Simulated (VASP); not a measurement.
# Na (Pm-3n) in VASP: a series of runs

Na is run at these levels: PBE; tasks: single point, relaxation of cell and atoms.

All numbers are computed with VASP 6.6.1; they aren't measurements. Logs are shortened: lines on timing, memory, paths and dates and some standing lists are left out, and cuts for length are marked.

### 1 The cell of the first run

The structure is cubic, space group Pm-3n (No. 223). The conventional cell has a = 6.681 Å, b = 6.681 Å, c = 6.681 Å, α = 90.00°, β = 90.00°, γ = 90.00°. Within 4.9 Å of Na (site symmetry m-3) lie 12 Na at 3.73 Å. Na (site symmetry -4m2) has 14 Na at 3.34 to 4.09 Å within 4.4 Å.

### 2 Single point, PBE

INCAR reads:

```
  PREC = Accurate
  ENCUT = 520
  EDIFF = 1E-7
  ISMEAR = -1
  SIGMA = 0.1
  LREAL = F
  LASPH = T
  NELM = 60
  ALGO = Normal
  ISIF = 2
  LWAVE = F
  LCHARG = F
  GGA = PE
  NBANDS = 38
```

KPOINTS reads:

```
regular mesh
0
Gamma
  4 4 4
```

POSCAR reads:

```
Na
1.0
    6.6808316540      0.0000000000      0.0000000000
    0.0000000000      6.6808316540      0.0000000000
    0.0000000000      0.0000000000      6.6808316540
Na
8
Direct
    0.0000000000      1.0000000000      1.0000000000
    0.5000000000      0.5000000000      0.5000000000
    0.2500000000      1.0000000000      0.5000000000
    0.7500000000      0.0000000000      0.5000000000
    0.5000000000      0.2500000000      0.0000000000
    0.5000000000      0.7500000000      1.0000000000
    1.0000000000      0.5000000000      0.2500000000
    1.0000000000      0.5000000000      0.7500000000
```

Potentials or basis: VASP PAW PBE potentials, release 64 (Na_pv).

Started as:

```
> cat potpaw_PBE.64/Na_pv/POTCAR > POTCAR
> mpirun -np 1 vasp_std > vasp.out
```

OUTCAR:

```text
PREC = Accurate
   ENCUT = 520
   EDIFF = 1E-7
   ISMEAR = -1
   LREAL = F
   LASPH = T
   NELM = 60
   ISIF = 2
   GGA = PE

 ion  position               nearest neighbor table
   1  0.000  0.000  0.000-
   2  0.500  0.500  0.500-
   3  0.250  0.000  0.500-
   4  0.750  0.000  0.500-
   5  0.500  0.250  0.000-
   6  0.500  0.750  0.000-
   7  0.000  0.500  0.250-
   8  0.000  0.500  0.750-

  LATTYP: Found a simple cubic cell.
 ALAT       =     6.6808316540

  Lattice vectors:

 A1 = (   6.6808316540,   0.0000000000,   0.0000000000)
 A2 = (   0.0000000000,   6.6808316540,   0.0000000000)
 A3 = (   0.0000000000,   0.0000000000,   6.6808316540)

Analysis of symmetry for initial positions (statically):
=====================================================================
 Subroutine PRICEL returns:
 Original cell was already a primitive cell.

 Routine SETGRP: Setting up the symmetry group for a
 simple cubic supercell.

 Subroutine GETGRP returns: Found 48 space group operations
 (whereof 24 operations were pure point group operations)
 out of a pool of 48 trial point group operations.

The static configuration has the point symmetry T_h .
 The point group associated with its full space group is O_h .

Analysis of symmetry for dynamics (positions and initial velocities):
=====================================================================
 Subroutine PRICEL returns:
 Original cell was already a primitive cell.

 Routine SETGRP: Setting up the symmetry group for a
 simple cubic supercell.

 Subroutine GETGRP returns: Found 48 space group operations
 (whereof 24 operations were pure point group operations)
 out of a pool of 48 trial point group operations.

The dynamic configuration has the point symmetry T_h .
 The point group associated with its full space group is O_h .

 Subroutine INISYM returns: Found 48 space group operations
 (whereof 24 operations are pure point group operations),
 and found     1 'primitive' translations

----------------------------------------------------------------------------------------

                                     Primitive cell

  volume of cell :     298.1890

  direct lattice vectors                    reciprocal lattice vectors
     6.680831654  0.000000000  0.000000000     0.149681964  0.000000000  0.000000000
     0.000000000  6.680831654  0.000000000     0.000000000  0.149681964  0.000000000
     0.000000000  0.000000000  6.680831654     0.000000000  0.000000000  0.149681964

  length of vectors
     6.680831654  6.680831654  6.680831654     0.149681964  0.149681964  0.149681964

  position of ions in fractional coordinates (direct lattice)
     0.000000000  0.000000000  0.000000000
     0.500000000  0.500000000  0.500000000
     0.250000000  0.000000000  0.500000000
     0.750000000  0.000000000  0.500000000
     0.500000000  0.250000000  0.000000000
     0.500000000  0.750000000  0.000000000
     0.000000000  0.500000000  0.250000000
     0.000000000  0.500000000  0.750000000

  ion indices of the primitive-cell ions
   primitive index   ion index
                 1           1
                 2           2
                 3           3
                 4           4
                 5           5
                 6           6
                 7           7
                 8           8

----------------------------------------------------------------------------------------

 KPOINTS: regular mesh

Automatic generation of k-mesh.
 Grid dimensions read from file:
 generate k-points for:    4    4    4

 Generating k-lattice:

  Cartesian coordinates                     Fractional coordinates (reciprocal lattice)
     0.037420491  0.000000000  0.000000000     0.250000000  0.000000000  0.000000000
     0.000000000  0.037420491  0.000000000     0.000000000  0.250000000  0.000000000
     0.000000000  0.000000000  0.037420491     0.000000000  0.000000000  0.250000000

  Length of vectors
     0.037420491  0.037420491  0.037420491

  Shift w.r.t. Gamma in fractional coordinates (k-lattice)
     0.000000000  0.000000000  0.000000000

 Subroutine IBZKPT returns following result:
 ===========================================

 Found     10 irreducible k-points:

 Following reciprocal coordinates:
            Coordinates               Weight
  0.000000  0.000000  0.000000      1.000000
  0.250000  0.000000  0.000000      6.000000
  0.500000  0.000000  0.000000      3.000000
  0.250000  0.250000  0.000000     12.000000
  0.500000  0.250000  0.000000     12.000000
  0.500000  0.500000  0.000000      3.000000
  0.250000  0.250000  0.250000      8.000000
  0.500000  0.250000  0.250000     12.000000
  0.500000  0.500000  0.250000      6.000000
  0.500000  0.500000  0.500000      1.000000
   k-points           NKPTS =     10   k-points in BZ     NKDIM =     10   number of bands    NBANDS=     38
   number of dos      NEDOS =    301   number of ions     NIONS =      8
   total plane-waves  NPLWV = 125000
   dimension x,y,z NGX =    50 NGY =   50 NGZ =   50
   dimension x,y,z NGXF=   100 NGYF=  100 NGZF=  100
   ions per type =               8
   NGX,Y,Z   is equivalent  to a cutoff of  12.44, 12.44, 12.44 a.u.
   NGXF,Y,Z  is equivalent  to a cutoff of  24.88, 24.88, 24.88 a.u.
 SYSTEM =  unknown system
   PREC   = accura    normal or accurate (medium, high low for compatibility)
   ISTART =      0    job   : 0-new  1-cont  2-samecut
   ICHARG =      2    charge: 1-file 2-atom 10-const
   ISPIN  =      1    spin polarized calculation?
   LNONCOLLINEAR =      F non collinear calculations
   LSORBIT =      F    spin-orbit coupling
   LASPH  =      T    aspherical Exc in radial PAW
   ENCUT  =  520.0 eV  38.22 Ry    6.18 a.u.  12.42 12.42 12.42*2*pi/ulx,y,z
   NELM   =     60;   NELMIN=  2; NELMDL= -5     # of ELM steps
   EDIFF  = 0.1E-06   stopping-criterion for ELM
   LREAL  =      F    real-space projection
   EDIFFG = 0.1E-05   stopping-criterion for IOM
   NSW    =      0    number of steps for IOM
   IBRION =     -1    ionic relax: 0-MD 1-quasi-New 2-CG
   NFREE  =      0    steps in history (QN), initial steepest desc. (CG)
   ISIF   =      2    stress and relaxation
   ISYM   =      2    0-nonsym 1-usesym 2-fastsym
   POTIM  = 0.5000    time-step for ionic-motion
   TEBEG  =    0.0;   TEEND  =   0.0 temperature during run
   PSTRESS=    0.0 pullay stress
   NELECT =      56.0000    total number of electrons
   NUPDOWN=      -1.0000    fix difference up-down
   EMIN   =  10.00;   EMAX   =-10.00  energy-range for DOS
   EFERMI =   0.00;   METHOD = LEGACY
   ISMEAR =    -1;   SIGMA  =   0.10  broadening in eV -4-tet -1-fermi 0-gaus
   EFERMI_NEDOS =   21; number of points for ismear=-14 and -15
   IALGO  =     38    algorithm
   IMIX   =      4    mixing-type and parameters
     AMIX     =   0.40;   BMIX     =  1.00
     AMIX_MAG =   1.60;   BMIX_MAG =  1.00
  volume/ion in A,a.u.               =      37.27       251.53
  Fermi-wavevector in a.u.,A,eV,Ry     =   0.937505  1.771628 11.958376  0.878916
  Thomas-Fermi vector in A             =   2.064623
   LORBIT       =      0    0 simple, 1 ext, 2 COOP (PROOUT), +10 PAW based schemes
   GGA     = PE    functional components
   LHFCALC =     F    Hartree Fock is set to
   AEXX    =    0.0000 exact exchange contribution
   IVDW    =     0    specifies the selected vdW correction
   LEPSILON=     F    determine dielectric tensor
   LRPA    =     F    only Hartree local field effects (RPA)
 non-spin polarized calculation
  energy-cutoff  :      520.00
  volume of cell :      298.19
 maximum number of plane-waves:      8121
 NGX is ok and might be reduce to    50
   NGX = 25   NGY = 25   NGZ = 25

 number of electron      55.9999818 magnetization

 Free energy of the ion-electron system (eV)
  ---------------------------------------------------
  ext. energy  EPLUGINS =         0.00000000
  ---------------------------------------------------
  free energy    TOTEN  =       -10.48133324 eV

  energy without entropy =      -10.40076159  energy(sigma->0) =      -10.44104741

 E-fermi :   0.3717     XC(G=0):  -6.4862

 val. band max:        0.0137289329   @ k =   0.5000   0.2500   0.2500
 cond. band min:       0.3885424074   @ k =   0.0000   0.0000   0.0000
 fundamental gap:      0.3748134746
 Fermi energy:         0.3717236367

 k-point     1 :       0.0000    0.0000    0.0000
  band No.  band energies     occupation
      1     -24.6704      2.00000
      2     -24.6704      2.00000
      3     -24.6666      2.00000
      4     -24.6326      2.00000
      5     -24.6326      2.00000
      6     -24.6326      2.00000
[... 30 lines left out ...]
     37       3.5134      0.00000
     38       3.5358      0.00000

 k-point     2 :       0.2500    0.0000    0.0000
  band No.  band energies     occupation
      1     -24.6705      2.00000
      2     -24.6690      2.00000
      3     -24.6607      2.00000
      4     -24.6321      2.00000
      5     -24.6321      2.00000
      6     -24.6288      2.00000
[... 30 lines left out ...]
     37       3.8360      0.00000
     38       3.8360      0.00000

 k-point     3 :       0.5000    0.0000    0.0000
  band No.  band energies     occupation
      1     -24.6700      2.00000
      2     -24.6700      2.00000
      3     -24.6413      2.00000
      4     -24.6413      2.00000
      5     -24.6318      2.00000
      6     -24.6318      2.00000
[... 30 lines left out ...]
     37       4.1662      0.00000
     38       4.1663      0.00000

 k-point     4 :       0.2500    0.2500    0.0000
  band No.  band energies     occupation
      1     -24.6701      2.00000
      2     -24.6624      2.00000
      3     -24.6603      2.00000
      4     -24.6314      2.00000
      5     -24.6294      2.00000
      6     -24.6283      2.00000
[... 30 lines left out ...]
     37       3.8055      0.00000
     38       4.0131      0.00000

 k-point     5 :       0.5000    0.2500    0.0000
  band No.  band energies     occupation
      1     -24.6704      2.00000
      2     -24.6618      2.00000
      3     -24.6420      2.00000
      4     -24.6414      2.00000
      5     -24.6307      2.00000
      6     -24.6287      2.00000
[... 30 lines left out ...]
     37       3.1988      0.00000
     38       3.6289      0.00000

 k-point     6 :       0.5000    0.5000    0.0000
  band No.  band energies     occupation
      1     -24.6708      2.00000
      2     -24.6432      2.00000
      3     -24.6421      2.00000
      4     -24.6415      2.00000
      5     -24.6415      2.00000
      6     -24.6294      2.00000
[... 30 lines left out ...]
     37       4.9352      0.00000
     38       4.9404      0.00000

 k-point     7 :       0.2500    0.2500    0.2500
  band No.  band energies     occupation
      1     -24.6625      2.00000
      2     -24.6625      2.00000
      3     -24.6604      2.00000
      4     -24.6292      2.00000
      5     -24.6292      2.00000
      6     -24.6277      2.00000
[... 30 lines left out ...]
     37       4.0710      0.00000
     38       4.1140      0.00000

 k-point     8 :       0.5000    0.2500    0.2500
  band No.  band energies     occupation
      1     -24.6622      2.00000
      2     -24.6622      2.00000
      3     -24.6422      2.00000
      4     -24.6422      2.00000
      5     -24.6284      2.00000
      6     -24.6284      2.00000
[... 30 lines left out ...]
     37       4.5875      0.00000
     38       4.5875      0.00000

 k-point     9 :       0.5000    0.5000    0.2500
  band No.  band energies     occupation
      1     -24.6626      2.00000
      2     -24.6432      2.00000
      3     -24.6426      2.00000
      4     -24.6424      2.00000
      5     -24.6424      2.00000
      6     -24.6263      2.00000
[... 30 lines left out ...]
     37       5.1320      0.00000
     38       5.1377      0.00000

 k-point    10 :       0.5000    0.5000    0.5000
  band No.  band energies     occupation
      1     -24.6431      2.00000
      2     -24.6431      2.00000
      3     -24.6431      2.00000
      4     -24.6431      2.00000
      5     -24.6431      2.00000
      6     -24.6431      2.00000
[... 30 lines left out ...]
     37       5.6454      0.00000
     38       5.6457      0.00000

------------------------ aborting loop because EDIFF is reached ----------------------------------------

  FORCE on cell =-STRESS in cart. coord.  units (eV):
  Direction    XX          YY          ZZ          XY          YZ          ZX
  --------------------------------------------------------------------------------------
  -------------------------------------------------------------------------------------
  Total        0.0031195      0.0031195      0.0031195      0.0000000     -0.0000000     -0.0000000
  in kB        0.0167613      0.0167613      0.0167613      0.0000000     -0.0000000     -0.0000000
  external PRESSURE =       0.0167613 kB  Pullay stress =       0.0000000 kB

 VOLUME and BASIS-vectors are now :
 -----------------------------------------------------------------------------
  energy-cutoff  :      520.00
  volume of cell :      298.19
      direct lattice vectors                 reciprocal lattice vectors
     6.680831654  0.000000000  0.000000000     0.149681964  0.000000000  0.000000000
     0.000000000  6.680831654  0.000000000     0.000000000  0.149681964  0.000000000
     0.000000000  0.000000000  6.680831654     0.000000000  0.000000000  0.149681964

 POSITION                                       TOTAL-FORCE (eV/Angst)
 -----------------------------------------------------------------------------------
      0.00000      0.00000      0.00000         0.000000      0.000000      0.000000
      3.34042      3.34042      3.34042         0.000000      0.000000      0.000000
      1.67021      0.00000      3.34042         0.000000      0.000000      0.000000
      5.01062      0.00000      3.34042        -0.000000     -0.000000      0.000000
      3.34042      1.67021      0.00000         0.000000      0.000000     -0.000000
      3.34042      5.01062      0.00000        -0.000000     -0.000000      0.000000
      0.00000      3.34042      1.67021        -0.000000     -0.000000     -0.000000
      0.00000      3.34042      5.01062         0.000000      0.000000      0.000000
 -----------------------------------------------------------------------------------
    total drift:                                0.000000     -0.000000     -0.000000

  FREE ENERGIE OF THE ION-ELECTRON SYSTEM (eV)
  ---------------------------------------------------
  free  energy   TOTEN  =       -10.4813332404 eV

  energy  without entropy=      -10.4007615866  energy(sigma->0) =      -10.44104741
```

It took 46 s on 1 thread of AMD EPYC 9R45 (Zen 5), shared host; peak memory 0.32 GiB.

What came out:

```yaml
Free_energy: -10.4813 eV
Pressure: 0.0 GPa
Band_gap_on_the_k_mesh: zero (bands 28 and 29 overlap by 1.49 eV)
```

Levels at points of the mesh, in eV from the Fermi level:
| k point | band 26 | band 27 | band 28 | band 29 | band 30 | band 31 |
| --- | --- | --- | --- | --- | --- | --- |
| (0.00, 0.00, 0.00) | 0.02 | 0.02 | 0.02 | 0.08 | 0.08 | 0.09 |
| (0.50, 0.00, 0.00) | -2.46 | 0.72 | 0.72 | 0.79 | 0.79 | 0.91 |
| (0.50, 0.50, 0.00) | -1.61 | -1.61 | -1.61 | 1.37 | 1.49 | 1.49 |
| (0.50, 0.50, 0.50) | -0.77 | -0.77 | -0.77 | -0.77 | -0.77 | -0.77 |

### 3 Single point, PBE

INCAR reads:

```
SYSTEM = Na
ALGO = Normal
EDIFF = 1E-6
ENCUT = 520
GGA = PE
ISIF = 2
ISMEAR = -1
LASPH = .True.
LCHARG = .True.
LELF = .True.
LREAL = .False.
LVHAR = .True.
LWAVE = .False.
NBANDS = 38
NELM = 100
PREC = Accurate
SIGMA = 0.1
```

KPOINTS reads:

```
k-points
0
Gamma
  5 5 5
  0 0 0
```

POSCAR is that of step 2.

Potentials or basis: VASP PAW PBE potentials, release 64 (Na_pv).

Started as:

```
> cat potpaw_PBE.64/Na_pv/POTCAR > POTCAR
> mpirun -np 1 vasp_std > vasp.out
```

It took 43 s on 1 thread of AMD EPYC 9R45 (Zen 5), shared host; peak memory 0.32 GiB.

Results (log left out):

```
Free energy            : -10.4432 eV
Pressure               : 0.0 GPa
Band gap on the k mesh : zero (bands 28 and 29 overlap by 0.86 eV)
```

Levels at points of the mesh, in eV from the Fermi level:
```csv
k point,band 25,band 26,band 27,band 28,band 29,band 30
"(0.00, 0.00, 0.00)",-3.33,0.02,0.02,0.02,0.08,0.08
```

### 4 Relaxation of cell and atoms, PBE

This run uses another cell than the first one, of 37.71 Å³/atom.

INCAR reads:

```
SYSTEM = Na
ALGO = Normal ; EDIFF = 1E-6
EDIFFG = -0.01 ; ENCUT = 600
GGA = PE ; IBRION = 2
ISIF = 3 ; ISMEAR = -1
LASPH = .True. ; LCHARG = .False.
LREAL = .False. ; LWAVE = .False.
NELM = 60 ; NSW = 80
PREC = Accurate ; SIGMA = 0.1
```

KPOINTS reads:

```
k-points
0
Gamma
  4 4 4
  0 0 0
```

POSCAR reads:

```
Na
1.0
    6.7067694446      0.0000000000      0.0000000000
    0.0000000000      6.7067694446      0.0000000000
    0.0000000000      0.0000000000      6.7067694446
Na
8
Direct
    0.0000000000      0.0000000000      0.0000000000
    0.5000000000      0.5000000000      0.5000000000
    0.2500000000      0.0000000000      0.5000000000
    0.7500000000      0.0000000000      0.5000000000
    0.5000000000      0.2500000000      0.0000000000
    0.5000000000      0.7500000000      0.0000000000
    0.0000000000      0.5000000000      0.2500000000
    0.0000000000      0.5000000000      0.7500000000
```

Started as:

```
> cat potpaw_PBE.64/Na_pv/POTCAR > POTCAR
> mpirun -np 1 vasp_std > vasp.out
```

It took 2.1 min on 1 thread of AMD EPYC 9R45 (Zen 5), shared host; peak memory 0.41 GiB.

It converged, with:

```
Free energy                           : -10.4816 eV
Relaxed volume                        : 37.34 Å³/atom
Relaxed cell                          : a = 6.685 Å, b = 6.685 Å, c = 6.685 Å, α = 90.00°, β = 90.00°, γ = 90.00°
Space group after relaxing (to 0.1 Å) : Pm-3n (No. 223)
Energy gained by relaxing             : 0.1 meV/atom
Ionic steps                           : 4
Pressure after relaxing               : 0.0 GPa
Band gap on the k mesh                : zero (bands 28 and 29 overlap by 1.49 eV)
```

The path:
```csv
step,energy change (eV),largest force (eV/Å),pressure (GPa),volume (Å³)
1,0.0000,0.0000,-0.08,301.68
2,-0.0004,0.0000,-0.06,300.81
3,-0.0007,0.0000,-0.04,300.12
4,-0.0009,0.0000,0.00,298.75
```

Final structure:
```
CELL_PARAMETERS angstrom
6.68500 0.00000 0.00000
0.00000 6.68500 0.00000
0.00000 0.00000 6.68500
ATOMIC_POSITIONS crystal
Na 0.00000 0.00000 0.00000
Na 0.50000 0.50000 0.50000
Na 0.25000 0.00000 0.50000
Na 0.75000 0.00000 0.50000
Na 0.50000 0.25000 0.00000
Na 0.50000 0.75000 0.00000
Na 0.00000 0.50000 0.25000
Na 0.00000 0.50000 0.75000
```

Levels at points of the mesh, in eV from the Fermi level:
| k point | band 24 | band 25 | band 26 | band 27 | band 28 | band 29 | band 30 | band 31 | band 32 | band 33 |
| --- | --- | --- | --- | --- | --- | --- | --- | --- | --- | --- |
| (0.00, 0.00, 0.00) | -24.98 | -3.32 | 0.02 | 0.02 | 0.02 | 0.08 | 0.08 | 0.09 | 2.95 | 2.95 |
| (0.50, 0.00, 0.00) | -24.98 | -2.46 | -2.46 | 0.72 | 0.72 | 0.79 | 0.79 | 0.91 | 0.91 | 1.05 |
| (0.50, 0.50, 0.00) | -24.98 | -1.61 | -1.61 | -1.61 | -1.61 | 1.37 | 1.49 | 1.49 | 1.51 | 1.83 |
| (0.50, 0.50, 0.50) | -24.98 | -0.77 | -0.77 | -0.77 | -0.77 | -0.77 | -0.77 | -0.77 | -0.77 | 5.26 |

### 5 Summary

```tsv
task	cell	k mesh	cutoff (eV)	gap on the mesh (eV)	pressure (GPa)
single point	a = 6.681 Å, 8 atoms	4 × 4 × 4	520	none	0.0
single point	a = 6.681 Å, 8 atoms	5 × 5 × 5	520	none	0.0
relaxation of cell and atoms	relaxed from a = 6.707 Å, 8 atoms	4 × 4 × 4	600	none	0.0
```

Alike in all rows: level PBE; potentials or basis VASP PAW PBE potentials, release 64 (Na_pv); no spin polarisation; smearing fermi-dirac 0.1 eV.

Total energies depend on the potentials used, so only differences within one code and one set of settings carry meaning.
